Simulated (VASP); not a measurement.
# Ga (Fm-3m) in VASP: further runs

The runs below take Ga through single point, with PBE.

Program: VASP 6.6.1. These are calculated values, not measurements. Logs are shortened: lines on timing, memory, paths and dates and some standing lists are left out, and cuts for length are marked.

## (1) The cell of the first run

It takes space group Fm-3m (No. 225, cubic). Conventional cell: a = 4.290 Å, b = 4.290 Å, c = 4.290 Å, α = 90.00°, β = 90.00°, γ = 90.00°. Ga (site symmetry m-3m) has 12 Ga at 3.03 Å within 4.0 Å.

## (2) Single point, PBE (volume scaled by 1.04)

Input file INCAR:

```
SYSTEM = Ga
PREC = Accurate
ENCUT = 520
EDIFF = 1E-7
ISMEAR = -1
SIGMA = 0.1
LREAL = .FALSE.
LASPH = .TRUE.
NELM = 100
ALGO = Normal
ISIF = 2
LWAVE = .FALSE.
LCHARG = .FALSE.
GGA = PE
NBANDS = 12
```

Input file KPOINTS:

```
Automatic mesh
0
G
  21 21 21
  0 0 0
```

Input file POSCAR:

```
Ga
1.0
    0.0000000000      2.1449310260      2.1449310260
    2.1449310260      0.0000000000      2.1449310260
    2.1449310260      2.1449310260      0.0000000000
Ga
1
Direct
    0.0000000000      0.0000000000      0.0000000000
```

Potentials or basis: VASP PAW PBE potentials, release 64 (Ga_d).

Command:

```console
$ cat potpaw_PBE.64/Ga_d/POTCAR > POTCAR
$ mpirun -np 1 vasp_std > vasp.out
```

OUTCAR:

```text
SYSTEM = Ga
   PREC = Accurate
   ENCUT = 520
   EDIFF = 1E-7
   ISMEAR = -1
   LREAL = .FALSE.
   LASPH = .TRUE.
   NELM = 100
   ISIF = 2
   GGA = PE

 ion  position               nearest neighbor table
   1  0.000  0.000  0.000-

  LATTYP: Found a face centered cubic cell.
 ALAT       =     4.2898620520

  Lattice vectors:

 A1 = (   0.0000000000,   2.1449310260,   2.1449310260)
 A2 = (   2.1449310260,   0.0000000000,   2.1449310260)
 A3 = (   2.1449310260,   2.1449310260,   0.0000000000)

Analysis of symmetry for initial positions (statically):
=====================================================================
 Subroutine PRICEL returns:
 Original cell was already a primitive cell.

 Routine SETGRP: Setting up the symmetry group for a
 face centered cubic supercell.

 Subroutine GETGRP returns: Found 48 space group operations
 (whereof 48 operations were pure point group operations)
 out of a pool of 48 trial point group operations.

The static configuration has the point symmetry O_h .

Analysis of symmetry for dynamics (positions and initial velocities):
=====================================================================
 Subroutine PRICEL returns:
 Original cell was already a primitive cell.

 Routine SETGRP: Setting up the symmetry group for a
 face centered cubic supercell.

 Subroutine GETGRP returns: Found 48 space group operations
 (whereof 48 operations were pure point group operations)
 out of a pool of 48 trial point group operations.

The dynamic configuration has the point symmetry O_h .

 Subroutine INISYM returns: Found 48 space group operations
 (whereof 48 operations are pure point group operations),
 and found     1 'primitive' translations

----------------------------------------------------------------------------------------

                                     Primitive cell

  volume of cell :      19.7365

  direct lattice vectors                    reciprocal lattice vectors
     0.000000000  2.144931026  2.144931026    -0.233107729  0.233107729  0.233107729
     2.144931026  0.000000000  2.144931026     0.233107729 -0.233107729  0.233107729
     2.144931026  2.144931026  0.000000000     0.233107729  0.233107729 -0.233107729

  length of vectors
     3.033390547  3.033390547  3.033390547     0.403754430  0.403754430  0.403754430

  position of ions in fractional coordinates (direct lattice)
     0.000000000  0.000000000  0.000000000
[... 81 lines left out ...]
   NFREE  =      0    steps in history (QN), initial steepest desc. (CG)
   ISIF   =      2    stress and relaxation
   ISYM   =      2    0-nonsym 1-usesym 2-fastsym
   POTIM  = 0.5000    time-step for ionic-motion
   TEBEG  =    0.0;   TEEND  =   0.0 temperature during run
   PSTRESS=    0.0 pullay stress
   NELECT =      13.0000    total number of electrons
   NUPDOWN=      -1.0000    fix difference up-down
   EMIN   =  10.00;   EMAX   =-10.00  energy-range for DOS
   EFERMI =   0.00;   METHOD = LEGACY
   ISMEAR =    -1;   SIGMA  =   0.10  broadening in eV -4-tet -1-fermi 0-gaus
   EFERMI_NEDOS =   21; number of points for ismear=-14 and -15
   IALGO  =     38    algorithm
   IMIX   =      4    mixing-type and parameters
     AMIX     =   0.40;   BMIX     =  1.00
     AMIX_MAG =   1.60;   BMIX_MAG =  1.00
  volume/ion in A,a.u.               =      19.74       133.19
  Fermi-wavevector in a.u.,A,eV,Ry     =   1.424402  2.691730 27.605152  2.028921
  Thomas-Fermi vector in A             =   2.544897
   LORBIT       =      0    0 simple, 1 ext, 2 COOP (PROOUT), +10 PAW based schemes
   GGA     = PE    functional components
   LHFCALC =     F    Hartree Fock is set to
   AEXX    =    0.0000 exact exchange contribution
   IVDW    =     0    specifies the selected vdW correction
   LEPSILON=     F    determine dielectric tensor
   LRPA    =     F    only Hartree local field effects (RPA)
 non-spin polarized calculation
  energy-cutoff  :      520.00
  volume of cell :       19.74
 maximum number of plane-waves:       544
   NGX = 11   NGY = 11   NGZ = 11

 number of electron      13.0000002 magnetization

 Free energy of the ion-electron system (eV)
  ---------------------------------------------------
  ext. energy  EPLUGINS =         0.00000000
  ---------------------------------------------------
  free energy    TOTEN  =        -2.89008578 eV

  energy without entropy =       -2.87637675  energy(sigma->0) =       -2.88323127

 E-fermi :   5.1750     XC(G=0): -10.7978

 val. band max:        5.1539401953   @ k =  -0.3810   0.3810   0.0000
 cond. band min:       5.1993522139   @ k =   0.4286   0.4286   0.0000
 fundamental gap:      0.0454120187
 Fermi energy:         5.1750084436

 k-point     1 :       0.0000    0.0000    0.0000
  band No.  band energies     occupation
      1      -9.7178      2.00000
      2      -9.7178      2.00000
      3      -9.7178      2.00000
      4      -9.6108      2.00000
      5      -9.6108      2.00000
      6      -5.5590      2.00000
      7      16.8744      0.00000
      8      16.8744      0.00000
      9      16.8744      0.00000
     10      20.7344      0.00000
     11      20.8306      0.00000
     12      20.8306      0.00000
[... 331 lines left out ...]
 k-point    24 :      -0.3810    0.0476    0.0000
  band No.  band energies     occupation
      1      -9.7673      2.00000
      2      -9.7080      2.00000
      3      -9.7047      2.00000
      4      -9.5410      2.00000
      5      -9.5314      2.00000
      6      -1.5568      2.00000
      7       3.7989      2.00000
      8      13.8385      0.00000
      9      14.9388      0.00000
     10      18.7998      0.00000
     11      19.6207      0.00000
     12      19.7648      0.00000

 [... further k-points ...]

------------------------ aborting loop because EDIFF is reached ----------------------------------------

  FORCE on cell =-STRESS in cart. coord.  units (eV):
  Direction    XX          YY          ZZ          XY          YZ          ZX
  --------------------------------------------------------------------------------------
  -------------------------------------------------------------------------------------
  Total       -0.2161134     -0.2161134     -0.2161134     -0.0000000      0.0000000      0.0000000
  in kB      -17.5437479    -17.5437479    -17.5437479     -0.0000000      0.0000000      0.0000000
  external PRESSURE =     -17.5437479 kB  Pullay stress =       0.0000000 kB

 VOLUME and BASIS-vectors are now :
 -----------------------------------------------------------------------------
  energy-cutoff  :      520.00
  volume of cell :       19.74
      direct lattice vectors                 reciprocal lattice vectors
     0.000000000  2.144931026  2.144931026    -0.233107729  0.233107729  0.233107729
     2.144931026  0.000000000  2.144931026     0.233107729 -0.233107729  0.233107729
     2.144931026  2.144931026  0.000000000     0.233107729  0.233107729 -0.233107729

 POSITION                                       TOTAL-FORCE (eV/Angst)
 -----------------------------------------------------------------------------------
      0.00000      0.00000      0.00000         0.000000      0.000000      0.000000
 -----------------------------------------------------------------------------------
    total drift:                                0.000000      0.000000      0.000000

  FREE ENERGIE OF THE ION-ELECTRON SYSTEM (eV)
  ---------------------------------------------------
  free  energy   TOTEN  =        -2.8900857846 eV

  energy  without entropy=       -2.8763767488  energy(sigma->0) =       -2.88323127
```

stdout:

```text
POSCAR found type information on POSCAR Ga
 POSCAR found :  1 types and       1 ions
 scaLAPACK will be used
 LDA part: xc-table for (Slater+PW92), standard interpolation
 POSCAR, INCAR and KPOINTS ok, starting setup
 FFT: planning ... GRIDC
 FFT: planning ... GRID_SOFT
 FFT: planning ... GRID
 WAVECAR not read
 entering main loop
```

It took 18 s on 1 thread of Intel Xeon 6975P-C (Granite Rapids), shared host; peak memory 0.18 GiB.

Results:

```yaml
Free_energy: -2.8901 eV
Pressure: -1.8 GPa
```

Levels at points of the mesh, in eV from the Fermi level:
```
           k point  band 3  band 4  band 5  band 6  band 7  band 8  band 9  band 10
(0.00, 0.00, 0.00)  -14.89  -14.79  -14.79  -10.73   11.70   11.70   11.70    15.56
```

Caveat: the cell differs from its parent crystal (volume scaled by 1.04).

## (3) Single point, PBE (volume scaled by 1.08)

Input file INCAR:

```
SYSTEM = Ga
ALGO = Normal ; EDIFF = 1E-7
ENCUT = 520 ; GGA = PE
ISIF = 2 ; ISMEAR = -1
LASPH = .True. ; LCHARG = .False.
LREAL = .False. ; LWAVE = .False.
NBANDS = 12 ; NELM = 60
PREC = Accurate ; SIGMA = 0.1
```

Input file KPOINTS:

```
k-points
0
Gamma
  21 21 21
  0 0 0
```

Input file POSCAR:

```
Ga
1.0
    0.0000000000      2.1720849343      2.1720849343
    2.1720849343      0.0000000000      2.1720849343
    2.1720849343      2.1720849343      0.0000000000
Ga
1
Direct
    0.0000000000      0.0000000000      0.0000000000
```

Potentials or basis: VASP PAW PBE potentials, release 64 (Ga_d).

Command:

```console
$ cat potpaw_PBE.64/Ga_d/POTCAR > POTCAR
$ mpirun -np 1 vasp_std > vasp.out
```

Wall time 19 s (1 thread of Intel Xeon 6975P-C (Granite Rapids), shared host); peak memory 0.19 GiB.

The run converged. Its results:

```yaml
Free_energy: -2.8784 eV
Pressure: -3.1 GPa
```

Levels at points of the mesh, in eV from the Fermi level:
```
           k point  band 4  band 5  band 6  band 7  band 8  band 9
(0.00, 0.00, 0.00)  -14.76  -14.76  -10.45   11.31   11.31   11.31
```

Caveat: the cell differs from its parent crystal (volume scaled by 1.08).

## (4) Single point, PBE (volume scaled by 1.12)

Input file INCAR:

```
SYSTEM = Ga
ALGO = Normal
EDIFF = 1E-6
ENCUT = 520
GGA = PE
ISIF = 2
ISMEAR = -1
LASPH = .True.
LCHARG = .False.
LREAL = .False.
LWAVE = .False.
NBANDS = 12
NELM = 60
PREC = Accurate
SIGMA = 0.1
```

KPOINTS is that of step 3.

Input file POSCAR:

```
Ga
1.0
    0.0000000000      2.1985763858      2.1985763858
    2.1985763858      0.0000000000      2.1985763858
    2.1985763858      2.1985763858      0.0000000000
Ga
1
Direct
    0.0000000000      0.0000000000      0.0000000000
```

Command:

```console
$ cat potpaw_PBE.64/Ga_d/POTCAR > POTCAR
$ mpirun -np 1 vasp_std > vasp.out
```

Run time: 16 s. Hardware: 1 thread of Intel Xeon 6975P-C (Granite Rapids), shared host; peak memory 0.19 GiB.

Results (log left out):

| Quantity | Value |
| --- | --- |
| Free energy | -2.8610 eV |
| Pressure | -4.2 GPa |

Levels at points of the mesh, in eV from the Fermi level:
| k point | band 4 | band 5 | band 6 | band 7 | band 8 | band 9 |
| --- | --- | --- | --- | --- | --- | --- |
| (0.00, 0.00, 0.00) | -14.74 | -14.74 | -10.19 | 10.95 | 10.95 | 10.95 |

Caveat: the cell differs from its parent crystal (volume scaled by 1.12).

## (5) Single point, PBE, non-collinear spin, zero start, spin-orbit coupling

This run uses another cell than the first one, of 18.98 Å³/atom, 0.962 times its volume.

Input file INCAR:

```
SYSTEM = Ga
PREC = Accurate
ENCUT = 520
EDIFF = 1E-6
ISMEAR = -1
SIGMA = 0.1
LREAL = .False.
LASPH = .True.
NELM = 150
ALGO = Normal
ISIF = 2
LWAVE = .False.
LCHARG = .True.
MAGMOM = 0 0 0
LORBIT = 11
LSORBIT = .True.
GGA_COMPAT = .False.
LORBMOM = .True.
GGA = PE
LVHAR = .True.
NBANDS = 24
```

Input file KPOINTS:

```
Automatic mesh
0
Gamma
  13 13 13
  0 0 0
```

Input file POSCAR:

```
Ga
1.0
    0.0000000000      2.1170716256      2.1170716256
    2.1170716256      0.0000000000      2.1170716256
    2.1170716256      2.1170716256      0.0000000000
Ga
1
Direct
    0.0000000000      0.0000000000      0.0000000000
```

Potentials or basis: VASP PAW PBE potentials, release 64 (Ga_d).

Command:

```console
$ cat potpaw_PBE.64/Ga_d/POTCAR > POTCAR
$ mpirun -np 1 vasp_ncl > vasp.out
```

OUTCAR:

```text
SYSTEM = Ga
   PREC = Accurate
   ENCUT = 520
   EDIFF = 1E-6
   ISMEAR = -1
   LREAL = .False.
   LASPH = .True.
   NELM = 150
   ISIF = 2
   LORBIT = 11
   LSORBIT = .True.
   GGA = PE

 ion  position               nearest neighbor table
   1  0.000  0.000  0.000-

  LATTYP: Found a face centered cubic cell.
 ALAT       =     4.2341432512

  Lattice vectors:

 A1 = (   0.0000000000,   2.1170716256,   2.1170716256)
 A2 = (   2.1170716256,   0.0000000000,   2.1170716256)
 A3 = (   2.1170716256,   2.1170716256,   0.0000000000)

Analysis of symmetry for initial positions (statically):
=====================================================================
 Subroutine PRICEL returns:
 Original cell was already a primitive cell.
[... 892 lines left out ...]
  1         0.000   0.000   0.000
 ----------------------------------------
            0.000   0.000   0.000

 Spin-Orbit-Coupling matrix elements

 Ion:    1  E_soc:     -0.0104972
 l=   1
     0.0000000    -0.0009310    -0.0009310
    -0.0009310     0.0000000    -0.0009310
    -0.0009310    -0.0009310     0.0000000
 l=   2
     0.0000000    -0.0001618     0.0000000    -0.0001618    -0.0006568
    -0.0001618     0.0000000    -0.0004926    -0.0001618    -0.0001642
     0.0000000    -0.0004926     0.0000000    -0.0004926     0.0000000
    -0.0001618    -0.0001618    -0.0004926     0.0000000    -0.0001642
    -0.0006568    -0.0001642     0.0000000    -0.0001642     0.0000000
 l=   3
     0.0000000     0.0000000     0.0000000     0.0000000     0.0000000     0.0000000     0.0000000
     0.0000000     0.0000000     0.0000000     0.0000000     0.0000000     0.0000000     0.0000000
     0.0000000     0.0000000     0.0000000     0.0000000     0.0000000     0.0000000     0.0000000
     0.0000000     0.0000000     0.0000000     0.0000000     0.0000000     0.0000000     0.0000000
     0.0000000     0.0000000     0.0000000     0.0000000     0.0000000     0.0000000     0.0000000
     0.0000000     0.0000000     0.0000000     0.0000000     0.0000000     0.0000000     0.0000000
     0.0000000     0.0000000     0.0000000     0.0000000     0.0000000     0.0000000     0.0000000

 total charge

# of ion       s       p       d       tot
------------------------------------------
    1        1.032   0.525   9.956  11.513

 magnetization (x)

# of ion       s       p       d       tot
------------------------------------------
    1        0.000   0.000   0.000   0.000

 magnetization (y)

# of ion       s       p       d       tot
------------------------------------------
    1        0.000   0.000   0.000   0.000

 magnetization (z)

# of ion       s       p       d       tot
------------------------------------------
    1       -0.000   0.000   0.000   0.000
```

OSZICAR:

```text
N       E                     dE             d eps       ncg     rms          rms(c)
DAV:   1     0.716629285165E+02    0.71663E+02   -0.62674E+03  4712   0.203E+03
DAV:   2     0.439850099925E+01   -0.67264E+02   -0.63740E+02  4304   0.378E+02
DAV:   3    -0.280410085872E+01   -0.72026E+01   -0.71692E+01  4720   0.885E+01
DAV:   4    -0.292295103367E+01   -0.11885E+00   -0.11882E+00  4776   0.126E+01
DAV:   5    -0.292459600977E+01   -0.16450E-02   -0.16449E-02  5160   0.144E+00    0.814E-01
DAV:   6    -0.290343954527E+01    0.21156E-01   -0.28106E-02  5608   0.364E+00    0.416E-01
DAV:   7    -0.289851210433E+01    0.49274E-02   -0.61000E-03  5696   0.134E+00    0.113E-01
DAV:   8    -0.289798585638E+01    0.52625E-03   -0.78049E-04  4640   0.505E-01    0.121E-02
DAV:   9    -0.289799057742E+01   -0.47210E-05   -0.21379E-05  5448   0.515E-02    0.107E-02
DAV:  10    -0.289799213404E+01   -0.15566E-05   -0.90608E-07  3984   0.131E-02    0.183E-03
DAV:  11    -0.289799218184E+01   -0.47803E-07   -0.72920E-08  2968   0.420E-03
   1 F= -.28979922E+01 E0= -.28919269E+01  d E =-.121305E-01  mag=    -0.0000     0.0000    -0.0000
```

stdout:

```text
POSCAR found type information on POSCAR Ga
 POSCAR found :  1 types and       1 ions
 scaLAPACK will be used
 LDA part: xc-table for (Slater+PW92), standard interpolation
 POSCAR, INCAR and KPOINTS ok, starting setup
 FFT: planning ... GRIDC
 FFT: planning ... GRID_SOFT
 FFT: planning ... GRID
 WAVECAR not read
 entering main loop
```

Wall time 25 s (1 thread of Intel Xeon 6975P-C (Granite Rapids), shared host); peak memory 0.22 GiB.

Results:

```
Free energy                                           : -2.8980 eV
Pressure                                              : 0.0 GPa
Net moment                                            : 0.00 μB per cell
Valence electrons inside the program's atomic spheres : Ga 11.51
```

Moments on the atoms (μB; x, y, z):
```
Ga  0.00 0.00 0.00
```

## (6) Summary

```tsv
spin	cell	k mesh	gap on the mesh (eV)	pressure (GPa)
off	a = 3.033 Å, angles 60.0°, 1 atom	21 × 21 × 21	none	-1.8
off	a = 3.072 Å, angles 60.0°, 1 atom	21 × 21 × 21	none	-3.1
off	a = 3.109 Å, angles 60.0°, 1 atom	21 × 21 × 21	none	-4.2
non-collinear, zero start, SOC	a = 2.994 Å, angles 60.0°, 1 atom	13 × 13 × 13	-	0.0
```

Alike in all rows: task single point; level PBE; potentials or basis VASP PAW PBE potentials, release 64 (Ga_d); cutoff (eV) 520; smearing fermi-dirac 0.1 eV.

Total energies depend on the potentials used, so only differences within one code and one set of settings carry meaning.
